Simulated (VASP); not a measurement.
Al, 4 atoms in the cell. Symmetry: P6_3/mmc, No. 194, hexagonal system. The conventional cell has a = 2.744 Å, b = 2.744 Å, c = 9.004 Å, α = 90.00°, β = 90.00°, γ = 120.00°. Al (site symmetry -3m) has 12 Al at 2.74 to 2.75 Å within 3.6 Å. Within 3.6 Å of Al (site symmetry -6m2) lie 12 Al at 2.74 to 2.75 Å.  This cell differs from its parent crystal: volume 14.675 Å^3 an atom, c/a of the conventional cell 3.2820.

```yaml
Program: VASP 6.6.1
Task: single point
Functional: PBEsol
Dispersion: D3(BJ)
Potentials_or_basis: VASP PAW PBE potentials, release 64 (Al)
Cutoff: 520 eV
k_mesh: 18 × 18 × 6
Occupations: gaussian, width 0.15 eV
Spin: no spin polarisation
Dipole_correction: no
Further_INCAR_settings: ALGO = Normal; EDIFF = 1e-07; NBANDS = 14
```

Potentials or basis: VASP PAW PBE potentials, release 64 (Al).

Run with:

```sh
$ cat potpaw_PBE.64/Al/POTCAR > POTCAR
$ mpirun -np 1 vasp_std > vasp.out
```

Hardware: 1 thread of Intel(R) Xeon(R) Platinum 8488C (Sapphire Rapids), with other jobs on the host.

Task: Estimate the wall time of this run.

Result: Wall time 62 s on 1 thread of Intel(R) Xeon(R) Platinum 8488C (Sapphire Rapids), with other jobs on the host, peak memory 0.23 GiB. Counts: scf iterations 13, k points 148.
